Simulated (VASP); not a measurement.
## K3TeH: relaxation of cell and atoms with PBE

The system is K3TeH.

```
CELL_PARAMETERS angstrom
5.38882 0.00000 0.00000
0.00000 5.38882 0.00000
0.00000 0.00000 5.38882
ATOMIC_POSITIONS crystal
K 0.00000 0.50000 0.50000
K 0.50000 0.00000 0.50000
K 0.50000 0.50000 0.00000
Te 0.00000 0.00000 0.00000
H 0.50000 0.50000 0.50000
```

The cell was generated, and may not be a known phase.

```yaml
Program: VASP 6.6.1
Task: relaxation of cell and atoms
Functional: PBE
Potentials_or_basis: VASP PAW PBE potentials, release 64 (K_sv, Te, H)
Cutoff: 600 eV
k_mesh: 4 × 4 × 4
Occupations: gaussian, width 0.02 eV
Spin: no spin polarisation
Dipole_correction: no
Further_INCAR_settings: ALGO = Normal; EDIFF = 1e-07; IBRION = 2; EDIFFG = -0.01; NSW = 100; ISIF = 3
```

```json
{"Relaxed volume": "31.35 Å³/atom", "Relaxed cell": "a = 5.392 Å, b = 5.392 Å, c = 5.392 Å, α = 90.00°, β = 90.00°, γ = 90.00°", "Space group after relaxing (to 0.1 Å)": "Pm-3m (No. 221)", "Energy gained by relaxing": "0.0 meV/atom", "Ionic steps": "2", "Pressure after relaxing": "0.0 GPa", "Band gap on the k mesh": "2.98 eV (least direct gap 3.04 eV)"}
```

Final structure:
```
K Te H
1.0
     5.39177    0.00000    0.00000
     0.00000    5.39177    0.00000
     0.00000    0.00000    5.39177
K Te H
3 1 1
Cartesian
  0.0000 2.6959 2.6959
  2.6959 0.0000 2.6959
  2.6959 2.6959 0.0000
  0.0000 0.0000 0.0000
  2.6959 2.6959 2.6959
```

Levels at points of the mesh, in eV from the valence-band top:
| k point | band 15 | band 16 | band 17 | band 18 | band 19 | band 20 |
| --- | --- | --- | --- | --- | --- | --- |
| (0.00, 0.00, 0.00) | 0.00 | 0.00 | 0.00 | 3.04 | 3.42 | 3.42 |
| (0.50, 0.00, 0.00) | -0.69 | -0.11 | -0.11 | 3.21 | 4.28 | 5.09 |
| (0.50, 0.50, 0.00) | -0.84 | -0.84 | -0.17 | 4.69 | 4.69 | 4.73 |
| (0.50, 0.50, 0.50) | -0.48 | -0.48 | -0.48 | 2.98 | 2.98 | 2.98 |

It took 53 s on 1 thread of Intel(R) Xeon(R) Platinum 8488C (Sapphire Rapids), on a shared host, peak memory 0.35 GiB.

Caveat: spin-orbit coupling is left out, which moves the levels of the heavy elements. A k mesh can miss the band edges.
